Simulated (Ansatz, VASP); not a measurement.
## Ta2N: VASP beside Ansatz

The input INCAR:

```
  ALGO = Fast
  EDIFF = 1E-8
  ENCUT = 520
  GGA = PS
  ISIF = 2
  ISMEAR = -1
  LASPH = True
  LCHARG = False
  LEFG = True
  LREAL = False
  LWAVE = False
  NBANDS = 50
  NELM = 80
  PREC = Accurate
  SIGMA = 0.15
```

KPOINTS

```
k-points
0
Gamma
  12 12 8
```

POSCAR

```
Ta2N
1.0
    5.2641314556      0.0000000000      0.0000000000
   -2.6320657278      4.5588715694      0.0000000000
    0.0000000000      0.0000000000      4.9145826380
Ta N
6 3
Direct
    0.6670348858      0.6670348858      0.7526441534
    0.0000000000      0.3329651142      0.7526441534
    0.3329651142      0.0000000000      0.7526441534
    0.3329651142      0.3329651142      0.2473558466
    0.0000000000      0.6670348858      0.2473558466
    0.6670348858      0.0000000000      0.2473558466
    0.6666666667      0.3333333333      0.5000000000
    0.3333333333      0.6666666667      0.5000000000
    0.0000000000      0.0000000000      0.0000000000
```

Input for Ansatz:

```yaml
crystal:
  lattice:
    - [5.2641314556, 0.0, 0.0]
    - [-2.6320657278, 4.5588715694, 0.0]
    - [0.0, 0.0, 4.914582638]
  atoms:
    - { symbol: Ta, position: [0.6670348858, 0.6670348858, 0.7526441534] }
    - { symbol: Ta, position: [0.0, 0.3329651142, 0.7526441534] }
    - { symbol: Ta, position: [0.3329651142, 0.0, 0.7526441534] }
    - { symbol: Ta, position: [0.3329651142, 0.3329651142, 0.2473558466] }
    - { symbol: Ta, position: [0.0, 0.6670348858, 0.2473558466] }
    - { symbol: Ta, position: [0.6670348858, 0.0, 0.2473558466] }
    - { symbol: "N", position: [0.6666666667, 0.3333333333, 0.5] }
    - { symbol: "N", position: [0.3333333333, 0.6666666667, 0.5] }
    - { symbol: "N", position: [0.0, 0.0, 0.0] }
basis:
  ecutwfc: 420
kpoints:
  mp_grid: { grid: [12, 12, 8] }
hamiltonian:
  xc: pbesol
scf:
  occupations: { method: fermi_dirac, width: 0.15 }
output:
  forces: true
  stress: true
  eigenvalues: true
  efg: {}
checkpoint:
  read: start.run
  write: ck
  compress: false
  write_wavefunctions: false
  write_every: 100000
```

Alike in both runs: task electric field gradients; functional PBEsol; k mesh 12 × 12 × 8; occupations fermi-dirac, width 0.15 eV; no spin polarisation.

|  | VASP | Ansatz |
| --- | --- | --- |
| version | VASP 6.6.1 | Ansatz 0.2.0 |
| potentials or method | VASP PAW PBE potentials, release 64 (Ta_pv, N), cutoff 520 eV | scalar-relativistic, plane waves, PAW |
| valence electrons in the cell | 81 | 93 |

Ansatz gave:

- gap on the k mesh at the Fermi level (eV): none
- pressure (GPa): 0.0
- rms of the force components (eV/Å): 0.000
- size of Vzz on the site where it differs most (V/Å²): 84.8

**Question.** What did VASP give for the same quantities?

**Answer.** gap on the k mesh at the Fermi level (eV): none; pressure (GPa): 0.6; rms of the force components (eV/Å): 0.008; size of Vzz on the site where it differs most (V/Å²): 122.1.

VASP's potentials were made for PBE, not for PBEsol. Atom by atom the forces differ by 0.008 eV/Å (rms over components). A gap of «none» marks a metal or a gap that the smearing closes. VASP's potentials hold 81 valence electrons a cell and Ansatz's 93, so a difference there can come from the potentials and not from the codes.

Neither program's run includes spin-orbit coupling.
